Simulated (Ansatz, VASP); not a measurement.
**Two plane-wave programs on AlN**

File POSCAR:

```
AlN
1.0
    3.1942227330      0.0000000000      0.0000000000
   -1.5971113665      2.7662780322      0.0000000000
    0.0000000000      0.0000000000      4.7092176314
Al N
2 2
Direct
    0.3333333333      0.6666666667      0.0016929024
    0.6666666667      0.3333333333      0.5016929024
    0.3333333333      0.6666666667      0.3833070976
    0.6666666667      0.3333333333      0.8833070976
```

Contents of INCAR.step1:

```
SYSTEM = AlN
PREC = Accurate ; ENCUT = 520
ISMEAR = 0 ; SIGMA = 0.05
LREAL = .FALSE. ; LASPH = .TRUE.
NELM = 100 ; NBANDS = 16
GGA = PE ; ALGO = Normal
EDIFF = 1E-4 ; LWAVE = .TRUE.
LCHARG = .FALSE.
```

INCAR.step2

```
SYSTEM = AlN
PREC = Accurate ; ENCUT = 520
EDIFF = 1E-6 ; ISMEAR = 0
SIGMA = 0.05 ; LREAL = .FALSE.
LASPH = .TRUE. ; NELM = 100
ALGO = Normal ; ISIF = 2
LWAVE = .FALSE. ; LCHARG = .FALSE.
METAGGA = R2SCAN ; LMIXTAU = .TRUE.
NBANDS = 16 ; ISTART = 1
```

The input KPOINTS:

```
regular mesh
0
G
  12 12 6
  0 0 0
```

Input for Ansatz:

```yaml
crystal:
  lattice:
    - [3.194222733, 0.0, 0.0]
    - [-1.5971113665, 2.7662780322, 0.0]
    - [0.0, 0.0, 4.7092176314]
  atoms:
    - { symbol: Al, position: [0.3333333333, 0.6666666667, 0.0016929024] }
    - { symbol: Al, position: [0.6666666667, 0.3333333333, 0.5016929024] }
    - { symbol: "N", position: [0.3333333333, 0.6666666667, 0.3833070976] }
    - { symbol: "N", position: [0.6666666667, 0.3333333333, 0.8833070976] }
basis:
  ecutwfc: 500
kpoints:
  mp_grid: { grid: [12, 12, 6] }
hamiltonian:
  xc: r2scan
scf:
  occupations: { method: gaussian, width: 0.05 }
output:
  forces: true
  stress: true
  eigenvalues: true
```

Alike in both runs: task single point; functional r2SCAN; k mesh 12 × 12 × 6; occupations gaussian, width 0.05 eV; no spin polarisation.

|  | VASP | Ansatz |
| --- | --- | --- |
| version | VASP 6.6.1 | Ansatz 0.2.0 |
| potentials or method | VASP PAW PBE potentials, release 64 (Al, N), cutoff 520 eV | scalar-relativistic, plane waves, PAW |
| valence electrons in the cell | 16 | 16 |

```tsv
	VASP	Ansatz	Ansatz less VASP
gap on the k mesh at the Fermi level (eV)	4.66	4.63	-0.034
least direct gap on the mesh (eV)	4.66	4.63	-0.034
pressure (GPa)	0.7	1.1	+0.35
traceless stress, the component that is largest in VASP (GPa)	24.53	24.18	-0.353
rms of the force components (eV/Å)	0.804	0.790	-0.0140
```

VASP's potentials were made for PBE, not for r2SCAN. Atom by atom the forces differ by 0.014 eV/Å (rms over components).
